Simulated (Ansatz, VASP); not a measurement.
## Two plane-wave programs on SrCl2

```
Sr Cl
1.0
     2.45672    1.41839    4.01532
    -2.45672    1.41839    4.01532
     0.00000   -2.83678    4.01532
Sr Cl
1 2
Direct
  0.00000 0.00000 0.00000
  0.24995 0.24995 0.24995
  0.75005 0.75005 0.75005
```

Alike in both runs: task single point; functional PBEsol; k mesh 4 × 4 × 4; no spin polarisation.

|  | VASP | Ansatz |
| --- | --- | --- |
| version | VASP 6.6.1 | Ansatz 0.2.0 |
| potentials or method | VASP PAW PBE potentials, release 64 (Sr_sv, Cl) | plane waves, PAW |
| plane-wave cutoff (eV) | 520 | 420 |
| occupations | gaussian, width 0.01 eV | fixed |
| valence electrons in the cell | 24 | 24 |

|  | VASP | Ansatz | Ansatz less VASP |
| --- | --- | --- | --- |
| gap on the k mesh at the Fermi level (eV) | 5.17 | 5.18 | +0.010 |

VASP's potentials were made for PBE, not for PBEsol.
